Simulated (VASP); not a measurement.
Os: single point with r2SCAN

Os:

```
Os
1.0
     2.77543    0.00000    0.00000
    -1.38771    2.40359    0.00000
     0.00000    0.00000    4.37059
Os
2
Direct
  0.33333 0.66667 0.25000
  0.66667 0.33333 0.75000
```

| Item | Value |
| --- | --- |
| Program | VASP 6.6.1 |
| Task | single point |
| Functional | r2SCAN |
| Potentials or basis | VASP PAW PBE potentials, release 64 (Os) |
| Cutoff | 520 eV |
| k mesh | 22 × 22 × 12 |
| Occupations | fermi-dirac, width 0.1 eV |
| Spin | no spin polarisation |
| Dipole correction | no |
| Further INCAR settings | ALGO = Normal; EDIFF = 1e-06; NBANDS = 15 |

```json
{"Pressure": "-14.7 GPa", "Band gap on the k mesh": "zero (bands 8 and 9 overlap by 3.82 eV)"}
```

Stress tensor (GPa, compression positive):
```
-14.58   0.00   0.00
  0.00 -14.58   0.00
  0.00   0.00 -14.90
```

Levels at points of the mesh, in eV from the Fermi level:
```
           k point  band 6  band 7  band 8  band 9  band 10  band 11
(0.00, 0.00, 0.00)   -2.18   -2.18   -1.59   -1.59     0.04     1.63
(0.50, 0.00, 0.00)   -2.56   -1.85    1.92    2.47     2.61     4.29
(0.00, 0.00, 0.50)   -3.21   -3.21   -3.21    0.84     0.84     0.84
(0.50, 0.00, 0.50)   -1.22   -0.19   -0.19    2.26     2.26     3.22
```

It took 6.3 min on 1 thread of Intel(R) Xeon(R) Platinum 8488C (Sapphire Rapids), with other jobs on the host, peak memory 0.27 GiB.

Caveat: the cell stands under tension; the PAW data sets were made with another functional, which shifts forces and pressure a little; spin-orbit coupling is left out, which moves the levels of the heavy elements.
